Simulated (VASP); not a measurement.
# BW3 (Pm-3m) in VASP: notebook, part 2 of 2

VASP 6.6.1. Earlier steps stand in the parts before.

### 4 Relaxation of cell and atoms, PBE

This run uses another cell than the first one, of 13.32 Å³/atom.

INCAR

```
ALGO     = Normal         # electronic algorithm
EDIFF    = 1E-6           # SCF threshold, eV
EDIFFG   = -0.04          # ionic threshold
ENCUT    = 600            # plane-wave cutoff, eV
GGA      = PE             # functional
IBRION   = 2              # ionic algorithm
ISIF     = 3              # what is computed and relaxed
ISMEAR   = 0              # smearing method
LASPH    = T              # aspherical terms in the spheres
LCHARG   = F              # write CHGCAR
LREAL    = F              # projectors in reciprocal space
LWAVE    = F              # write WAVECAR
NELM     = 80             # most SCF steps
NSW      = 90             # ionic steps
PREC     = Accurate       # precision mode
SIGMA    = 0.1            # smearing width, eV
```

KPOINTS

```
k-points
0
Gamma
  4 4 4
```

POSCAR

```
BW3
1.0
    3.7629304154      0.0000000000      0.0000000000
    0.0000000000      3.7629304154      0.0000000000
    0.0000000000      0.0000000000      3.7629304154
B W
1 3
Direct
    0.0000000000      0.0000000000      0.0000000000
    0.0000000000      0.5000000000      0.5000000000
    0.5000000000      0.0000000000      0.5000000000
    0.5000000000      0.5000000000      0.0000000000
```

Potentials or basis: VASP PAW PBE potentials, release 64 (B, W_sv).

The run is started by

```bash
$ cat potpaw_PBE.64/B/POTCAR potpaw_PBE.64/W_sv/POTCAR > POTCAR
$ mpirun -np 1 vasp_std > vasp.out
```

OUTCAR:

```text
EDIFF = 1E-6
   EDIFFG = -0.04
   ENCUT = 600
   GGA = PE
   IBRION = 2
   ISIF = 3
   ISMEAR = 0
   LASPH = T
   LREAL = F
   NELM = 80
   NSW = 90
   PREC = Accurate

 ion  position               nearest neighbor table
   1  0.000  0.000  0.000-   2 2.66   3 2.66   4 2.66   2 2.66   3 2.66   2 2.66   4 2.66   2 2.66
                             3 2.66   4 2.66   3 2.66   4 2.66
   2  0.000  0.500  0.500-   1 2.66   3 2.66   4 2.66   1 2.66   4 2.66   1 2.66   3 2.66   1 2.66
                             3 2.66   4 2.66   4 2.66   3 2.66
   3  0.500  0.000  0.500-   1 2.66   2 2.66   4 2.66   1 2.66   4 2.66   2 2.66   4 2.66   4 2.66
                             1 2.66   2 2.66   1 2.66   2 2.66
   4  0.500  0.500  0.000-   1 2.66   2 2.66   3 2.66   2 2.66   3 2.66   1 2.66   3 2.66   3 2.66
                             1 2.66   2 2.66   2 2.66   1 2.66

  LATTYP: Found a simple cubic cell.
 ALAT       =     3.7629304154

  Lattice vectors:

 A1 = (   3.7629304154,   0.0000000000,   0.0000000000)
 A2 = (   0.0000000000,   3.7629304154,   0.0000000000)
 A3 = (   0.0000000000,   0.0000000000,   3.7629304154)

Analysis of symmetry for initial positions (statically):
=====================================================================
 Subroutine PRICEL returns:
 Original cell was already a primitive cell.

 Routine SETGRP: Setting up the symmetry group for a
 simple cubic supercell.

 Subroutine GETGRP returns: Found 48 space group operations
[... 162 lines left out ...]
  -------------------------------------------------------------------------------------
  Total        5.3399407      5.3399407      5.3399407      0.0000000      0.0000000      0.0000000
  in kB      160.5714967    160.5714967    160.5714967      0.0000000      0.0000000      0.0000000
  external PRESSURE =     160.5714967 kB  Pullay stress =       0.0000000 kB
[... 25 lines left out ...]
--------------------------------------- Ionic step        2  -------------------------------------------

 number of electron      44.9999985 magnetization

 E-fermi :   8.8974     XC(G=0): -12.5536

 val. band max:        8.8185367958   @ k =   0.5000   0.2500   0.0000
 cond. band min:       8.9553357878   @ k =   0.5000   0.0000   0.0000
 fundamental gap:      0.1367989920
 Fermi energy:         8.8974066918

 k-point     1 :       0.0000    0.0000    0.0000
  band No.  band energies     occupation
      1     -65.4323      2.00000
      2     -65.3182      2.00000
      3     -65.3182      2.00000
      4     -29.9457      2.00000
      5     -29.9457      2.00000
      6     -29.9457      2.00000
[... 364 lines left out ...]
--------------------------------------- Ionic step        4  -------------------------------------------

 number of electron      45.0000004 magnetization

 Free energy of the ion-electron system (eV)
  ---------------------------------------------------
  ext. energy  EPLUGINS =         0.00000000
  ---------------------------------------------------
  free energy    TOTEN  =       -43.30548505 eV

  energy without entropy =      -43.29738791  energy(sigma->0) =      -43.30143648

 E-fermi :  10.7063     XC(G=0): -13.2708

 val. band max:       10.6312215685   @ k =   0.5000   0.2500   0.0000
 cond. band min:      10.7554824766   @ k =   0.5000   0.0000   0.0000
 fundamental gap:      0.1242609081
 Fermi energy:        10.7062989686

 k-point     1 :       0.0000    0.0000    0.0000
  band No.  band energies     occupation
      1     -63.5052      2.00000
      2     -63.2979      2.00000
      3     -63.2979      2.00000
      4     -28.2939      2.00000
      5     -28.2939      2.00000
      6     -28.2939      2.00000
[... 320 lines left out ...]
  FREE ENERGIE OF THE ION-ELECTRON SYSTEM (eV)
  ---------------------------------------------------
  free  energy   TOTEN  =       -43.3054850495 eV

  energy  without entropy=      -43.2973879095  energy(sigma->0) =      -43.30143648

 reached required accuracy - stopping structural energy minimisation
```

Wall time 82 s (1 thread of AMD EPYC 7R13, shared host); peak memory 0.15 GiB.

What came out:

```
Free energy                           : -43.3055 eV
Relaxed volume                        : 14.02 Å³/atom
Relaxed cell                          : a = 3.828 Å, b = 3.828 Å, c = 3.828 Å, α = 90.00°, β = 90.00°, γ = 90.00°
Space group after relaxing (to 0.1 Å) : Pm-3m (No. 221)
Energy gained by relaxing             : 33.5 meV/atom
Ionic steps                           : 4
Pressure after relaxing               : -0.1 GPa
Band gap on the k mesh                : zero (an odd number of electrons rules out a gap without spin polarisation)
```

Step by step:
```
step  energy change (eV)  largest force (eV/Å)  pressure (GPa)  volume (Å³)
   1              0.0000                0.0000           16.06        53.28
   2              0.6952                0.0000          -28.90        64.25
   3             -0.1335                0.0000           -0.77        56.23
   4             -0.1339                0.0000           -0.05        56.09
```

Final structure:
```
B W
1.0
     3.82786    0.00000    0.00000
     0.00000    3.82786    0.00000
     0.00000    0.00000    3.82786
B W
1 3
Direct
  0.00000 0.00000 0.00000
  0.00000 0.50000 0.50000
  0.50000 0.00000 0.50000
  0.50000 0.50000 0.00000
```

Levels at points of the mesh, in eV from the Fermi level:
| k point | band 18 | band 19 | band 20 | band 21 | band 22 | band 23 | band 24 | band 25 | band 26 | band 27 |
| --- | --- | --- | --- | --- | --- | --- | --- | --- | --- | --- |
| (0.00, 0.00, 0.00) | -4.65 | -4.65 | -0.78 | -0.78 | -0.78 | 1.11 | 1.11 | 1.11 | 3.62 | 3.73 |
| (0.50, 0.00, 0.00) | -4.01 | -2.25 | -1.19 | -1.19 | -0.82 | -0.36 | 0.05 | 0.87 | 0.87 | 1.46 |
| (0.50, 0.50, 0.00) | -3.03 | -3.03 | -2.73 | -1.06 | -1.06 | 0.30 | 0.41 | 0.41 | 0.57 | 1.86 |
| (0.50, 0.50, 0.50) | -2.49 | -2.49 | -1.45 | -1.45 | -1.45 | 0.66 | 0.66 | 0.66 | 0.94 | 2.29 |

Caveat: the k points lie up to 0.41 Å⁻¹ apart in the final cell, too coarse for converged energies and pressures of a metal; spin-orbit coupling is left out, which moves the levels of the heavy elements.

### 5 Summary

| task | cell | k mesh | cutoff (eV) | gap on the mesh (eV) | pressure (GPa) |
| --- | --- | --- | --- | --- | --- |
| single point | a = 3.825 Å, 4 atoms | 4 × 4 × 4 | 520 | none | 0.5 |
| single point | a = 3.763 Å, 4 atoms | 6 × 6 × 6 | 520 | none | 16.4 |
| relaxation of cell and atoms | relaxed from a = 3.763 Å, 4 atoms | 4 × 4 × 4 | 600 | none | -0.1 |

Alike in all rows: level PBE; potentials or basis VASP PAW PBE potentials, release 64 (B, W_sv); no spin polarisation; smearing gaussian 0.1 eV.

Caveats: some runs use coarse meshes; spin-orbit coupling is left out, which moves the levels of the heavy elements; the cell stands under pressure (at least some runs).

Absolute energies hang on the potentials; compare differences alone.
